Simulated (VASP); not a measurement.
Input of a VASP 6.6.1 run:

INCAR

```
SYSTEM = AgB2
PREC = Accurate
ENCUT = 520
EDIFF = 1E-6
ISMEAR = -1
SIGMA = 0.05
LREAL = .FALSE.
LASPH = .TRUE.
NELM = 100
ALGO = Normal
ISIF = 2
LWAVE = .FALSE.
LCHARG = .TRUE.
GGA = PS
LELF = .TRUE.
LVHAR = .TRUE.
NBANDS = 16
```

KPOINTS

```
regular mesh
0
G
  16 16 13
  0 0 0
```

The input POSCAR:

```
AgB2
1.0
    3.0000016405      0.0000000000      0.0000000000
   -1.5000008203      2.5980776321      0.0000000000
    0.0000000000      0.0000000000      3.2076000000
Ag B
1 2
Direct
    0.0000000000      0.0000000000      0.0000000000
    0.3333333333      0.6666666667      0.5000000000
    0.6666666667      0.3333333333      0.5000000000
```

Potentials or basis: VASP PAW PBE potentials, release 64 (Ag, B).

Command:

```sh
$ cat potpaw_PBE.64/Ag/POTCAR potpaw_PBE.64/B/POTCAR > POTCAR
$ mpirun -np 1 vasp_std > vasp.out
```

(1) What does it give for the pressure?

Results:

(1) 50.4 GPa.

Caveat: the cell differs from its parent crystal (zz strain of -1 %); the PAW data sets were made with another functional, which shifts forces and pressure a little.
